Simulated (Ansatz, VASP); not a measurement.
**Two plane-wave programs on GaP**

```
CELL_PARAMETERS angstrom
0.00000 2.72525 2.72525
2.72525 0.00000 2.72525
2.72525 2.72525 0.00000
ATOMIC_POSITIONS crystal
Ga 0.00000 0.00000 0.00000
P 0.75000 0.75000 0.75000
```

Alike in both runs: task electric field gradients; functional LDA; k mesh 12 × 12 × 12; occupations fermi-dirac, width 0.08 eV; no spin polarisation.

|  | VASP | Ansatz |
| --- | --- | --- |
| version | VASP 6.6.1 | Ansatz 0.2.0 |
| potentials or method | VASP PAW LDA potentials, release 64 (Ga_d, P) | PAW with Ansatz's default frozen-core files, scalar-relativistic |
| plane-wave cutoff (eV) | 520 | 420 |
| valence electrons in the cell | 18 | 18 |

|  | VASP | Ansatz | Ansatz less VASP |
| --- | --- | --- | --- |
| pressure (GPa) | -2.6 | -2.7 | -0.10 |

LDA's correlation is that of Perdew and Zunger in VASP and of Perdew and Wang (1992) in Ansatz.
